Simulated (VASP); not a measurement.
# Cd (I4_1/amd) in VASP: single point with PBE

Aim: the single point of Cd with PBE.

All numbers are computed with VASP 6.6.1; they aren't measurements. Logs are shortened: lines on timing, memory, paths and dates and some standing lists are left out, and cuts for length are marked.

### Step 1. The cell of the first run

It takes space group I4_1/amd (No. 141, tetragonal). The conventional cell has a = 5.079 Å, b = 5.079 Å, c = 2.606 Å, α = 90.00°, β = 90.00°, γ = 90.00°. Cd (site symmetry -4m2) has 10 Cd at 2.61 to 3.20 Å within 3.4 Å.

### Step 2. Single point, PBE (16.81 Å³/atom)

File INCAR:

```
SYSTEM = Cd
ALGO = Normal
EDIFF = 1E-6
ENCUT = 630
GGA = PE
GGA_COMPAT = .FALSE.
ISIF = 2
ISMEAR = -1
LASPH = .TRUE.
LCHARG = .FALSE.
LREAL = .FALSE.
LWAVE = .FALSE.
NBANDS = 27
NELM = 120
PREC = Accurate
SIGMA = 0.1
```

File KPOINTS:

```
k-points
0
G
  14 14 14
  0 0 0
```

File POSCAR:

```
Cd
1.0
   -2.5395745371      2.5395745371      1.3030474476
    2.5395745371     -2.5395745371      1.3030474476
    2.5395745371      2.5395745371     -1.3030474476
Cd
2
Direct
   -0.3750000000     -0.1250000000     -0.2500000000
    0.3750000000      0.1250000000      0.2500000000
```

Potentials or basis: VASP PAW PBE potentials, release 64 (Cd_sv_GW).

Launch:

```bash
$ cat potpaw_PBE.64/Cd_sv_GW/POTCAR > POTCAR
$ mpirun -np 1 vasp_std > vasp.out
```

OUTCAR:

```text
SYSTEM = Cd
   EDIFF = 1E-6
   ENCUT = 630
   GGA = PE
   ISIF = 2
   ISMEAR = -1
   LASPH = .TRUE.
   LREAL = .FALSE.
   NELM = 120
   PREC = Accurate

 ion  position               nearest neighbor table
   1  0.625  0.875  0.750-   2 2.62   2 2.62   2 2.62   2 2.62
   2  0.375  0.125  0.250-   1 2.62   1 2.62   1 2.62   1 2.62

  LATTYP: Found a body centered tetragonal cell.
 ALAT       =     5.0791490742
 C/A-ratio  =     0.5130967525

  Lattice vectors:

 A1 = (  -2.5395745371,   2.5395745371,   1.3030474476)
 A2 = (   2.5395745371,  -2.5395745371,   1.3030474476)
 A3 = (   2.5395745371,   2.5395745371,  -1.3030474476)

Analysis of symmetry for initial positions (statically):
=====================================================================
 Subroutine PRICEL returns:
 Original cell was already a primitive cell.

 Routine SETGRP: Setting up the symmetry group for a
 body centered tetragonal supercell.

 Subroutine GETGRP returns: Found 16 space group operations
 (whereof  4 operations were pure point group operations)
 out of a pool of 16 trial point group operations.

The static configuration has the point symmetry C_2h.
 The point group associated with its full space group is D_4h.

Analysis of symmetry for dynamics (positions and initial velocities):
=====================================================================
 Subroutine PRICEL returns:
 Original cell was already a primitive cell.

 Routine SETGRP: Setting up the symmetry group for a
 body centered tetragonal supercell.

 Subroutine GETGRP returns: Found 16 space group operations
 (whereof  4 operations were pure point group operations)
 out of a pool of 16 trial point group operations.

The dynamic configuration has the point symmetry C_2h.
 The point group associated with its full space group is D_4h.

 Subroutine INISYM returns: Found 16 space group operations
 (whereof  4 operations are pure point group operations),
 and found     1 'primitive' translations

----------------------------------------------------------------------------------------

                                     Primitive cell

  volume of cell :      33.6157

  direct lattice vectors                    reciprocal lattice vectors
    -2.539574537  2.539574537  1.303047448     0.000000000  0.196883373  0.383715882
     2.539574537 -2.539574537  1.303047448     0.196883373  0.000000000  0.383715882
     2.539574537  2.539574537 -1.303047448     0.196883373  0.196883373  0.000000000

  length of vectors
     3.820577222  3.820577222  3.820577222     0.431278263  0.431278263  0.278435136

  position of ions in fractional coordinates (direct lattice)
     0.625000000  0.875000000  0.750000000
     0.375000000  0.125000000  0.250000000

  ion indices of the primitive-cell ions
   primitive index   ion index
                 1           1
                 2           2

----------------------------------------------------------------------------------------

 KPOINTS: k-points

Automatic generation of k-mesh.
 Grid dimensions read from file:
 generate k-points for:   14   14   14

 Generating k-lattice:

  Cartesian coordinates                     Fractional coordinates (reciprocal lattice)
     0.000000000  0.014063098  0.027408277     0.071428571  0.000000000  0.000000000
     0.014063098  0.000000000  0.027408277     0.000000000  0.071428571  0.000000000
     0.014063098  0.014063098  0.000000000     0.000000000  0.000000000  0.071428571

  Length of vectors
     0.030805590  0.030805590  0.019888224

  Shift w.r.t. Gamma in fractional coordinates (k-lattice)
     0.000000000  0.000000000  0.000000000

 Subroutine IBZKPT returns following result:
 ===========================================

 Found    244 irreducible k-points:

 Following reciprocal coordinates:
            Coordinates               Weight
  0.000000  0.000000  0.000000      1.000000
  0.071429  0.000000  0.000000      8.000000
  0.142857  0.000000  0.000000      8.000000
  0.214286  0.000000  0.000000      8.000000
  0.285714  0.000000 -0.000000      8.000000
  0.357143  0.000000  0.000000      8.000000
[... 16 lines left out ...]
  0.214286  0.142857 -0.000000     16.000000
  0.285714  0.142857 -0.000000     16.000000
 [... further k-points ...]
   k-points           NKPTS =    244   k-points in BZ     NKDIM =    244   number of bands    NBANDS=     27
   number of dos      NEDOS =    301   number of ions     NIONS =      2
   total plane-waves  NPLWV =  32768
   dimension x,y,z NGX =    32 NGY =   32 NGZ =   32
   dimension x,y,z NGXF=    64 NGYF=   64 NGZF=   64
   ions per type =               2
   NGX,Y,Z   is equivalent  to a cutoff of  13.92, 13.92, 13.92 a.u.
   NGXF,Y,Z  is equivalent  to a cutoff of  27.85, 27.85, 27.85 a.u.
 SYSTEM =  Cd
   PREC   = accura    normal or accurate (medium, high low for compatibility)
   ISTART =      0    job   : 0-new  1-cont  2-samecut
   ICHARG =      2    charge: 1-file 2-atom 10-const
   ISPIN  =      1    spin polarized calculation?
   LNONCOLLINEAR =      F non collinear calculations
   LSORBIT =      F    spin-orbit coupling
   LASPH  =      T    aspherical Exc in radial PAW
   ENCUT  =  630.0 eV  46.30 Ry    6.80 a.u.   7.82  7.82  7.82*2*pi/ulx,y,z
   NELM   =    120;   NELMIN=  2; NELMDL= -5     # of ELM steps
   EDIFF  = 0.1E-05   stopping-criterion for ELM
   LREAL  =      F    real-space projection
   EDIFFG = 0.1E-04   stopping-criterion for IOM
   NSW    =      0    number of steps for IOM
   IBRION =     -1    ionic relax: 0-MD 1-quasi-New 2-CG
   NFREE  =      0    steps in history (QN), initial steepest desc. (CG)
   ISIF   =      2    stress and relaxation
   ISYM   =      2    0-nonsym 1-usesym 2-fastsym
   POTIM  = 0.5000    time-step for ionic-motion
   TEBEG  =    0.0;   TEEND  =   0.0 temperature during run
   PSTRESS=    0.0 pullay stress
   NELECT =      40.0000    total number of electrons
   NUPDOWN=      -1.0000    fix difference up-down
   EMIN   =  10.00;   EMAX   =-10.00  energy-range for DOS
   EFERMI =   0.00;   METHOD = LEGACY
   ISMEAR =    -1;   SIGMA  =   0.10  broadening in eV -4-tet -1-fermi 0-gaus
   EFERMI_NEDOS =   21; number of points for ismear=-14 and -15
   IALGO  =     38    algorithm
   IMIX   =      4    mixing-type and parameters
     AMIX     =   0.40;   BMIX     =  1.00
     AMIX_MAG =   1.60;   BMIX_MAG =  1.00
  volume/ion in A,a.u.               =      16.81       113.42
  Fermi-wavevector in a.u.,A,eV,Ry     =   1.734792  3.278282 40.946784  3.009504
  Thomas-Fermi vector in A             =   2.808521
   LORBIT       =      0    0 simple, 1 ext, 2 COOP (PROOUT), +10 PAW based schemes
   GGA     = PE    functional components
   LHFCALC =     F    Hartree Fock is set to
   AEXX    =    0.0000 exact exchange contribution
   IVDW    =     0    specifies the selected vdW correction
   LEPSILON=     F    determine dielectric tensor
   LRPA    =     F    only Hartree local field effects (RPA)
 non-spin polarized calculation
  energy-cutoff  :      630.00
  volume of cell :       33.62
 maximum number of plane-waves:      1226
   NGX = 15   NGY = 15   NGZ = 15

 number of electron      39.9999983 magnetization

 Free energy of the ion-electron system (eV)
  ---------------------------------------------------
  ext. energy  EPLUGINS =         0.00000000
  ---------------------------------------------------
  free energy    TOTEN  =         0.23988281 eV

  energy without entropy =        0.26348059  energy(sigma->0) =        0.25168170

 E-fermi :   9.7226     XC(G=0): -12.7170

 val. band max:        9.7064832140   @ k =   0.2143   0.0714   0.0714
 cond. band min:       9.7237125976   @ k =  -0.2143   0.2143   0.1429
 fundamental gap:      0.0172293836
 Fermi energy:         9.7226456527

 k-point     1 :       0.0000    0.0000    0.0000
  band No.  band energies     occupation
      1     -94.2595      2.00000
      2     -94.2301      2.00000
      3     -55.3680      2.00000
      4     -55.3680      2.00000
      5     -55.2190      2.00000
      6     -55.2190      2.00000
[... 19 lines left out ...]
     26      27.0600      0.00000
     27      27.9630      0.00000

 k-point     2 :       0.0714    0.0000    0.0000
  band No.  band energies     occupation
      1     -94.2584      2.00000
      2     -94.2296      2.00000
      3     -55.3672      2.00000
      4     -55.3651      2.00000
      5     -55.2221      2.00000
      6     -55.2182      2.00000
[... 19 lines left out ...]
     26      25.1876      0.00000
     27      25.6809      0.00000

 k-point     3 :       0.1429    0.0000    0.0000
  band No.  band energies     occupation
      1     -94.2554      2.00000
      2     -94.2284      2.00000
      3     -55.3650      2.00000
      4     -55.3569      2.00000
      5     -55.2406      2.00000
      6     -55.2348      2.00000
[... 19 lines left out ...]
     26      23.0212      0.00000
     27      23.6100      0.00000

 k-point     4 :       0.2143    0.0000    0.0000
  band No.  band energies     occupation
      1     -94.2509      2.00000
      2     -94.2266      2.00000
      3     -55.3618      2.00000
      4     -55.3457      2.00000
      5     -55.2757      2.00000
      6     -55.2695      2.00000
[... 19 lines left out ...]
     26      21.5253      0.00000
     27      21.7354      0.00000
[... 516 lines left out ...]
      4     -55.3500      2.00000
      5     -55.3110      2.00000
      6     -55.3098      2.00000
[... 19 lines left out ...]
     26      20.6153      0.00000
     27      20.7970      0.00000

 k-point    23 :       0.2143    0.1429   -0.0000
  band No.  band energies     occupation
      1     -94.2423      2.00000
      2     -94.2223      2.00000
      3     -55.3641      2.00000
      4     -55.3515      2.00000
      5     -55.3400      2.00000
      6     -55.3262      2.00000
[... 19 lines left out ...]
     26      19.5592      0.00000
     27      20.8491      0.00000

 k-point    24 :       0.2857    0.1429   -0.0000
  band No.  band energies     occupation
      1     -94.2384      2.00000
      2     -94.2219      2.00000
      3     -55.3850      2.00000
      4     -55.3733      2.00000
      5     -55.3423      2.00000
      6     -55.3171      2.00000
[... 19 lines left out ...]
     26      19.9020      0.00000
     27      22.5248      0.00000

 [... further k-points ...]

------------------------ aborting loop because EDIFF is reached ----------------------------------------

  FORCE on cell =-STRESS in cart. coord.  units (eV):
  Direction    XX          YY          ZZ          XY          YZ          ZX
  --------------------------------------------------------------------------------------
  -------------------------------------------------------------------------------------
  Total        9.6259942      9.6259942      9.6914799      0.0000000     -0.0000000     -0.0000000
  in kB      458.7900892    458.7900892    461.9112438      0.0000000     -0.0000000     -0.0000000
  external PRESSURE =     459.8304741 kB  Pullay stress =       0.0000000 kB

 VOLUME and BASIS-vectors are now :
 -----------------------------------------------------------------------------
  energy-cutoff  :      630.00
  volume of cell :       33.62
      direct lattice vectors                 reciprocal lattice vectors
    -2.539574537  2.539574537  1.303047448     0.000000000  0.196883373  0.383715882
     2.539574537 -2.539574537  1.303047448     0.196883373  0.000000000  0.383715882
     2.539574537  2.539574537 -1.303047448     0.196883373  0.196883373  0.000000000

 POSITION                                       TOTAL-FORCE (eV/Angst)
 -----------------------------------------------------------------------------------
      2.53957      1.26979      0.97729         0.000000     -0.000000     -0.000000
      0.00000      1.26979      0.32576        -0.000000      0.000000      0.000000
 -----------------------------------------------------------------------------------
    total drift:                                0.000000     -0.000000      0.000000

  FREE ENERGIE OF THE ION-ELECTRON SYSTEM (eV)
  ---------------------------------------------------
  free  energy   TOTEN  =         0.2398828132 eV

  energy  without entropy=        0.2634805868  energy(sigma->0) =        0.25168170
```

Run time: 8 min. Hardware: 1 thread of AMD EPYC 7R43 (Zen 3), shared host; peak memory 0.36 GiB.

What came out:

```yaml
Free_energy: 0.2399 eV
Pressure: 46.0 GPa
Band_gap_on_the_k_mesh: zero (bands 20 and 21 overlap by 6.36 eV)
```

Stress tensor (GPa, compression positive):
```
45.88  0.00  0.00
 0.00 45.88  0.00
 0.00  0.00 46.19
```

Caveat: the cell stands under pressure.
